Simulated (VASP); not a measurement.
A run of VASP 6.6.1 is set up as follows.

File INCAR:

```
SYSTEM = Bi
ALGO     = Normal         ! electronic algorithm
EDIFF    = 1E-6           ! SCF threshold, eV
ENCUT    = 520            ! plane-wave cutoff, eV
GGA      = CA             ! functional
ISIF     = 2              ! what is computed and relaxed
ISMEAR   = 1              ! smearing method
LASPH    = .TRUE.         ! aspherical terms in the spheres
LCHARG   = .FALSE.        ! write CHGCAR
LREAL    = .FALSE.        ! projectors in reciprocal space
LWAVE    = .FALSE.        ! write WAVECAR
NBANDS   = 14             ! bands
NELM     = 60             ! most SCF steps
PREC     = Accurate       ! precision mode
SIGMA    = 0.1            ! smearing width, eV
```

Contents of KPOINTS:

```
k-points
0
G
  12 12 12
  0 0 0
```

The input POSCAR:

```
Bi
1.0
   -2.0329196100      2.0329196100      2.0329196100
    2.0329196100     -2.0329196100      2.0329196100
    2.0329196100      2.0329196100     -2.0329196100
Bi
1
Direct
    0.0000000000      0.0000000000      0.0000000000
```

Potentials or basis: VASP PAW LDA potentials, release 64 (Bi_d).

Command:

```console
$ cat potpaw_LDA.64/Bi_d/POTCAR > POTCAR
$ mpirun -np 1 vasp_std > vasp.out
```

(1) Estimate the pressure.

Answers

(1) -6.4 GPa.
